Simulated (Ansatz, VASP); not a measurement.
# Hg2Se3: VASP beside Ansatz

```
Hg Se
1.0
     5.30469    0.00000    0.00000
     0.00000    5.30469    0.00000
     0.00000    0.00000    5.30469
Hg Se
2 3
Direct
  0.50000 0.50000 0.50000
  0.00000 0.00000 0.00000
  0.50000 0.00000 0.00000
  0.00000 0.50000 0.00000
  0.00000 0.00000 0.50000
```

Alike in both runs: functional PBE; k mesh 4 × 4 × 4; occupations gaussian, width 0.1 eV; no spin polarisation.

Ansatz relaxed the structure, and its values are those at the end. VASP's run is a single point on that final structure, the one shown.

|  | VASP | Ansatz |
| --- | --- | --- |
| version | VASP 6.6.1 | Ansatz 0.2.0 |
| potentials or method | VASP PAW PBE potentials, release 64 (Hg, Se), cutoff 520 eV | scalar-relativistic, plane waves, PAW |
| valence electrons in the cell | 42 | 88 |

```csv
,VASP,Ansatz,Ansatz less VASP
gap on the k mesh at the Fermi level (eV),none,none,-
pressure (GPa),0.5,0.3,-0.24
```

A gap of «none» marks a metal or a gap that the smearing closes. With one functional, cell and mesh, what is left measures potentials, basis and numerics. VASP's potentials hold 42 valence electrons a cell and Ansatz's 88, so a difference there can come from the potentials and not from the codes.

Spin-orbit coupling is off throughout.
